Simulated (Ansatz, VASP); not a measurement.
One calculation of Te, two programs

INCAR

```
SYSTEM = Te
PREC = Accurate
ENCUT = 600
EDIFF = 1E-6
ISMEAR = 0
SIGMA = 0.1
LREAL = .False.
LASPH = .True.
NELM = 80
ALGO = Normal
ISIF = 3
LWAVE = .False.
LCHARG = .False.
GGA = PS
IBRION = 2
NSW = 90
EDIFFG = -0.04
```

Contents of KPOINTS:

```
Automatic mesh
0
Gamma
  6 6 6
  0 0 0
```

Contents of POSCAR:

```
Te
1.0
    5.4515801719      0.0000000000      0.0000000000
   -2.7257900860      4.7212069196      0.0000000000
    0.0000000000      0.0000000000      3.1651492076
Te
3
Direct
    0.0000000000      0.0000000000      0.0000000000
    0.3333333333      0.6666666667      0.5000000000
    0.6666666667      0.3333333333      0.5000000000
```

Input for Ansatz:

```yaml
crystal:
  lattice:
    - [5.4515801719, 0.0, 0.0]
    - [-2.725790086, 4.7212069196, 0.0]
    - [0.0, 0.0, 3.1651492076]
  atoms:
    - { symbol: Te, position: [0.0, 0.0, 0.0] }
    - { symbol: Te, position: [0.3333333333, 0.6666666667, 0.5] }
    - { symbol: Te, position: [0.6666666667, 0.3333333333, 0.5] }
basis:
  ecutwfc: 420
kpoints:
  mp_grid: { grid: [6, 6, 6] }
hamiltonian:
  xc: pbesol
scf:
  occupations: { method: gaussian, width: 0.1 }
  lower_state_search: "off"
output:
  forces: true
  stress: true
  eigenvalues: true
relax:
  adjacent_minimum: "off"
  f_tol: 0.04
  max_steps: 70
  cell: { stress_tol: 0.4 }
```

Alike in both runs: task relaxation of cell and atoms; functional PBEsol; k mesh 6 × 6 × 6; occupations gaussian, width 0.1 eV; no spin polarisation.

|  | VASP | Ansatz |
| --- | --- | --- |
| version | VASP 6.6.1 | Ansatz 0.2.0 |
| potentials or method | VASP PAW PBE potentials, release 64 (Te), cutoff 600 eV | scalar-relativistic, plane waves, PAW |
| valence electrons in the cell | 18 | 48 |

|  | VASP | Ansatz | Ansatz less VASP |
| --- | --- | --- | --- |
| gap on the k mesh at the Fermi level, each at its own relaxed structure (eV) | none | none | - |
| relaxed volume (Å³/atom) | 27.46 | 27.46 | +0.009 |
| relaxed length of the cell vector where the two differ most in proportion (Å) | 3.100 | 3.090 | -0.0105 |

VASP's potentials were made for PBE, not for PBEsol. A gap of «none» marks a metal or a gap that the smearing closes. VASP's potentials hold 18 valence electrons a cell and Ansatz's 48, so a difference there can come from the potentials and not from the codes.

Spin-orbit coupling is off throughout.
